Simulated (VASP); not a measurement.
Wanted: the native input for a VASP 6.6.1 run.

```yaml
Task: single point
Functional: revPBE
Potentials_or_basis: VASP PAW PBE potentials, release 64 (Pt)
Cutoff: 520 eV
k_mesh: 11 × 11 × 11
Occupations: fermi-dirac, width 0.1 eV
Spin: no spin polarisation
Dipole_correction: no
Further_INCAR_settings: ALGO = Normal; EDIFF = 1e-06; NBANDS = 17
```

The structure of Pt lies in POSCAR:

```
Pt
1.0
    0.0000000000      2.8682503327      2.8682503327
    2.8682503327      0.0000000000      2.8682503327
    2.8682503327      2.8682503327      0.0000000000
Pt
2
Direct
    0.1250000000      0.1250000000      0.1250000000
    0.8750000000      0.8750000000      0.8750000000
```

This isn't the form of Pt at room conditions, which is fcc.

These files were run (other wordings do the same):

INCAR

```
SYSTEM = Pt
PREC = Accurate
ENCUT = 520
EDIFF = 1E-6
ISMEAR = -1
SIGMA = 0.1
LREAL = .FALSE.
LASPH = .TRUE.
NELM = 80
ALGO = Normal
ISIF = 2
LWAVE = .FALSE.
LCHARG = .TRUE.
GGA = RE
LELF = .TRUE.
LVHAR = .TRUE.
NBANDS = 17
```

KPOINTS

```
regular mesh
0
G
  11 11 11
  0 0 0
```

Potentials or basis: VASP PAW PBE potentials, release 64 (Pt).

Command:

```sh
$ cat potpaw_PBE.64/Pt/POTCAR > POTCAR
$ mpirun -np 1 vasp_std > vasp.out
```

Results of the run:

* Pressure: 4.3 GPa
* Band gap on the k mesh: zero (bands 10 and 11 overlap by 0.61 eV)

Caveat: the cell stands under pressure; the PAW data sets were made with another functional, which shifts forces and pressure a little; spin-orbit coupling is left out, which moves the levels of the heavy elements.

Wall time 50 s on 1 thread of AMD EPYC 7R13, on a shared host, peak memory 0.16 GiB.
